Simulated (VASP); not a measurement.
# SrTiO3 (Pm-3m) in VASP: single point with r2SCAN

Aim: the single point of SrTiO3 with r2SCAN.

Program: VASP 6.6.1. These are calculated values, not measurements. Logs are shortened: lines on timing, memory, paths and dates and some standing lists are left out, and cuts for length are marked.

### Step 1. The cell of the first run

It takes space group Pm-3m (No. 221, cubic). Conventional cell: a = 3.751 Å, b = 3.751 Å, c = 3.751 Å, α = 90.00°, β = 90.00°, γ = 90.00°. Sr (site symmetry m-3m) has 12 O at 2.65 Å and 8 Ti at 3.25 Å within 3.5 Å. Within 2.5 Å of Ti (site symmetry m-3m) lie 6 O at 1.88 Å. Within 2.5 Å of O (site symmetry 4/mmm) lie 2 Ti at 1.88 Å.

### Step 2. Single point, r2SCAN, non-collinear spin, zero start, spin-orbit coupling (strain -4.0%)

Contents of POSCAR:

```
SrTiO3
1.0
    3.7505774415      0.0000000000      0.0000000000
    0.0000000000      3.7505774415      0.0000000000
    0.0000000000      0.0000000000      3.7505774415
Sr Ti O
1 1 3
Direct
    0.0000000000      0.0000000000      0.0000000000
    0.5000000000      0.5000000000      0.5000000000
    0.5000000000      0.5000000000      0.0000000000
    0.5000000000      0.0000000000      0.5000000000
    0.0000000000      0.5000000000      0.5000000000
```

Contents of INCAR.step1:

```
PREC = Accurate
ENCUT = 520
ISMEAR = 0
SIGMA = 0.01
LREAL = F
LASPH = T
NELM = 150
MAGMOM = 0 0 0 0 0 0 0 0 0 0 0 0 0 0 0
LSORBIT = T
GGA_COMPAT = F
LMAXMIX = 4
NBANDS = 55
GGA = PE
ALGO = Normal
EDIFF = 1E-4
LWAVE = T
LCHARG = F
```

Contents of INCAR.step2:

```
PREC = Accurate
ENCUT = 520
EDIFF = 1E-6
ISMEAR = 0
SIGMA = 0.01
LREAL = F
LASPH = T
NELM = 150
ALGO = Normal
ISIF = 2
LWAVE = F
LCHARG = F
MAGMOM = 0 0 0 0 0 0 0 0 0 0 0 0 0 0 0
LORBIT = 11
LSORBIT = T
GGA_COMPAT = F
LORBMOM = T
LMAXMIX = 4
METAGGA = R2SCAN
LMIXTAU = T
NBANDS = 55
ISTART = 1
```

Contents of KPOINTS:

```
regular mesh
0
Gamma
  6 6 6
```

Potentials or basis: VASP PAW PBE potentials, release 64 (Sr_sv, Ti_sv, O).

On the command line:

```sh
cat potpaw_PBE.64/Sr_sv/POTCAR potpaw_PBE.64/Ti_sv/POTCAR potpaw_PBE.64/O/POTCAR > POTCAR
cp INCAR.step1 INCAR
mpirun -np 1 vasp_ncl > vasp.out
cp INCAR.step2 INCAR
mpirun -np 1 vasp_ncl > vasp.out
```

OUTCAR:

```text
PREC = Accurate
   ENCUT = 520
   EDIFF = 1E-6
   ISMEAR = 0
   LREAL = F
   LASPH = T
   NELM = 150
   ISIF = 2
   LORBIT = 11
   LSORBIT = T
   METAGGA = R2SCAN
   ISTART = 1

 ion  position               nearest neighbor table
   1  0.000  0.000  0.000-   3 2.65   4 2.65   5 2.65   4 2.65   5 2.65   3 2.65   5 2.65   5 2.65
                             3 2.65   4 2.65   4 2.65   3 2.65   2 3.25   2 3.25   2 3.25   2 3.25
   2  0.500  0.500  0.500-   3 1.88   4 1.88   5 1.88   3 1.88   4 1.88   5 1.88   1 3.25   1 3.25
                             1 3.25   1 3.25   1 3.25   1 3.25   1 3.25   1 3.25
   3  0.500  0.500  0.000-   2 1.88   2 1.88   1 2.65   1 2.65   1 2.65   1 2.65
   4  0.500  0.000  0.500-   2 1.88   2 1.88   1 2.65   1 2.65   1 2.65   1 2.65
   5  0.000  0.500  0.500-   2 1.88   2 1.88   1 2.65   1 2.65   1 2.65   1 2.65

  LATTYP: Found a simple cubic cell.
 ALAT       =     3.7505774415

  Lattice vectors:

 A1 = (   3.7505774415,   0.0000000000,   0.0000000000)
 A2 = (   0.0000000000,   3.7505774415,   0.0000000000)
 A3 = (   0.0000000000,   0.0000000000,   3.7505774415)

Analysis of symmetry for initial positions (statically):
=====================================================================
 Subroutine PRICEL returns:
 Original cell was already a primitive cell.

 Routine SETGRP: Setting up the symmetry group for a
 simple cubic supercell.

 Subroutine GETGRP returns: Found 48 space group operations
 (whereof 48 operations were pure point group operations)
 out of a pool of 48 trial point group operations.

The static configuration has the point symmetry O_h .

Analysis of symmetry for dynamics (positions and initial velocities):
=====================================================================
 Subroutine PRICEL returns:
 Original cell was already a primitive cell.

 Routine SETGRP: Setting up the symmetry group for a
 simple cubic supercell.

 Subroutine GETGRP returns: Found 48 space group operations
 (whereof 48 operations were pure point group operations)
 out of a pool of 48 trial point group operations.

The dynamic configuration has the point symmetry O_h .

Analysis of structural, dynamic, and magnetic symmetry:
=====================================================================
 Subroutine PRICEL returns:
 Original cell was already a primitive cell.

 Routine SETGRP: Setting up the symmetry group for a
 simple cubic supercell.

 Subroutine GETGRP returns: Found 48 space group operations
 (whereof 48 operations were pure point group operations)
 out of a pool of 48 trial point group operations.

The overall configuration has the point symmetry O_h .

[... 1292 lines left out ...]
  free  energy   TOTEN  =       -62.7722884907 eV

  energy  without entropy=      -62.7722884907  energy(sigma->0) =      -62.77228849

 orbital moment (x)

 # of ion     p       d       tot
 ----------------------------------------
  1        -0.000   0.000  -0.000
  2        -0.000   0.000   0.000
  3        -0.000   0.000  -0.000
  4        -0.000   0.000  -0.000
  5        -0.000   0.000  -0.000
 ----------------------------------------
           -0.000   0.000  -0.000

 orbital moment (y)

 # of ion     p       d       tot
 ----------------------------------------
  1        -0.000  -0.000  -0.000
  2         0.000   0.000   0.000
  3        -0.000   0.000  -0.000
  4        -0.000   0.000  -0.000
  5         0.000   0.000   0.000
 ----------------------------------------
           -0.000   0.000   0.000

 orbital moment (z)

 # of ion     p       d       tot
 ----------------------------------------
  1         0.000   0.000   0.000
  2         0.000   0.000   0.000
  3         0.000   0.000   0.000
  4         0.000   0.000   0.000
  5         0.000   0.000   0.000
 ----------------------------------------
            0.000   0.000   0.000

 Spin-Orbit-Coupling matrix elements

 Ion:    1  E_soc:     -0.1619777
 l=   1
     0.0000000    -0.0269749    -0.0269749
    -0.0269749     0.0000000    -0.0269749
    -0.0269749    -0.0269749     0.0000000
 l=   2
     0.0000000    -0.0000048     0.0000000    -0.0000048    -0.0000166
    -0.0000048     0.0000000    -0.0000124    -0.0000048    -0.0000041
     0.0000000    -0.0000124     0.0000000    -0.0000124     0.0000000
    -0.0000048    -0.0000048    -0.0000124     0.0000000    -0.0000041
    -0.0000166    -0.0000041     0.0000000    -0.0000041     0.0000000
 l=   3
     0.0000000     0.0000000     0.0000000     0.0000000     0.0000000     0.0000000     0.0000000
     0.0000000     0.0000000     0.0000000     0.0000000     0.0000000     0.0000000     0.0000000
     0.0000000     0.0000000     0.0000000     0.0000000     0.0000000     0.0000000     0.0000000
     0.0000000     0.0000000     0.0000000     0.0000000     0.0000000     0.0000000     0.0000000
[... 69 lines left out ...]
 l=   2
     0.0000000     0.0000000     0.0000000     0.0000000     0.0000000
     0.0000000     0.0000000     0.0000000     0.0000000     0.0000000
     0.0000000     0.0000000     0.0000000     0.0000000     0.0000000
     0.0000000     0.0000000     0.0000000     0.0000000     0.0000000
     0.0000000     0.0000000     0.0000000     0.0000000     0.0000000
 l=   3
     0.0000000     0.0000000     0.0000000     0.0000000     0.0000000     0.0000000     0.0000000
     0.0000000     0.0000000     0.0000000     0.0000000     0.0000000     0.0000000     0.0000000
     0.0000000     0.0000000     0.0000000     0.0000000     0.0000000     0.0000000     0.0000000
     0.0000000     0.0000000     0.0000000     0.0000000     0.0000000     0.0000000     0.0000000
     0.0000000     0.0000000     0.0000000     0.0000000     0.0000000     0.0000000     0.0000000
     0.0000000     0.0000000     0.0000000     0.0000000     0.0000000     0.0000000     0.0000000
     0.0000000     0.0000000     0.0000000     0.0000000     0.0000000     0.0000000     0.0000000

 total charge

# of ion       s       p       d       tot
------------------------------------------
    1        2.005   5.930   0.240   8.175
    2        2.269   6.423   1.863  10.555
    3        1.577   3.592   0.000   5.169
    4        1.577   3.592   0.000   5.169
    5        1.577   3.592   0.000   5.169
--------------------------------------------------
tot          9.004  23.129   2.104  34.236

 magnetization (x)

# of ion       s       p       d       tot
------------------------------------------
    1        0.000   0.000   0.000   0.000
    2       -0.000  -0.000   0.000  -0.000
    3       -0.000   0.000   0.000  -0.000
    4        0.000   0.000   0.000   0.000
    5        0.000   0.000   0.000   0.000
--------------------------------------------------
tot         -0.000  -0.000   0.000  -0.000

 magnetization (y)

# of ion       s       p       d       tot
------------------------------------------
    1        0.000   0.000   0.000   0.000
    2       -0.000  -0.000   0.000   0.000
    3        0.000  -0.000   0.000  -0.000
    4        0.000   0.000   0.000   0.000
    5       -0.000  -0.000   0.000  -0.000
--------------------------------------------------
tot         -0.000  -0.000   0.000  -0.000

 magnetization (z)

# of ion       s       p       d       tot
------------------------------------------
    1        0.000  -0.000   0.000   0.000
    2        0.000   0.000   0.000   0.000
    3        0.000   0.000   0.000   0.000
    4       -0.000   0.000   0.000  -0.000
    5        0.000   0.000   0.000   0.000
--------------------------------------------------
tot         -0.000   0.000   0.000   0.000
```

OSZICAR.step1:

```text
N       E                     dE             d eps       ncg     rms          rms(c)
DAV:   1     0.503898843611E+03    0.50390E+03   -0.20192E+04  2200   0.166E+03
DAV:   2     0.231653191120E+02   -0.48073E+03   -0.44463E+03  2343   0.489E+02
DAV:   3    -0.442495137796E+02   -0.67415E+02   -0.66141E+02  2767   0.178E+02
DAV:   4    -0.489850235003E+02   -0.47355E+01   -0.47213E+01  3352   0.418E+01
DAV:   5    -0.491716944369E+02   -0.18667E+00   -0.18651E+00  3005   0.703E+00    0.365E+01
DAV:   6    -0.390429777078E+02    0.10129E+02   -0.43073E+01  3201   0.704E+01    0.221E+01
DAV:   7    -0.393724118709E+02   -0.32943E+00   -0.67594E+00  2921   0.207E+01    0.154E+01
DAV:   8    -0.394086859967E+02   -0.36274E-01   -0.10062E+00  2917   0.124E+01    0.375E+00
DAV:   9    -0.393802919844E+02    0.28394E-01   -0.18256E-01  3030   0.502E+00    0.114E+00
DAV:  10    -0.393768571777E+02    0.34348E-02   -0.17499E-02  3329   0.128E+00    0.603E-01
DAV:  11    -0.393782257220E+02   -0.13685E-02   -0.19414E-02  2802   0.142E+00    0.222E-01
DAV:  12    -0.393778085376E+02    0.41718E-03   -0.38954E-03  2607   0.482E-01    0.763E-02
DAV:  13    -0.393778118721E+02   -0.33345E-05   -0.27899E-04  2628   0.221E-01
   1 F= -.39377812E+02 E0= -.39377812E+02  d E =-.117326E-57  mag=    -0.0000    -0.0000     0.0000
```

Wall time 15 min (1 thread of Intel Xeon 8259CL, shared host); peak memory 0.34 GiB.

Results:

- Free energy: -62.7723 eV
- Pressure: 31.7 GPa
- Net moment: 0.00 μB per cell
- Valence electrons inside the program's atomic spheres: Sr 8.18; Ti 10.55; O 5.17

Moments on the atoms (μB; x, y, z):
```
Sr  0.00 0.00 0.00
Ti  0.00 0.00 0.00
O   0.00 0.00 0.00
O   0.00 0.00 0.00
O   0.00 0.00 0.00
```

Caveat: the cell differs from its parent crystal (strain -4.0%); the cell stands under pressure; the PAW data sets were made with another functional, which shifts forces and pressure a little.
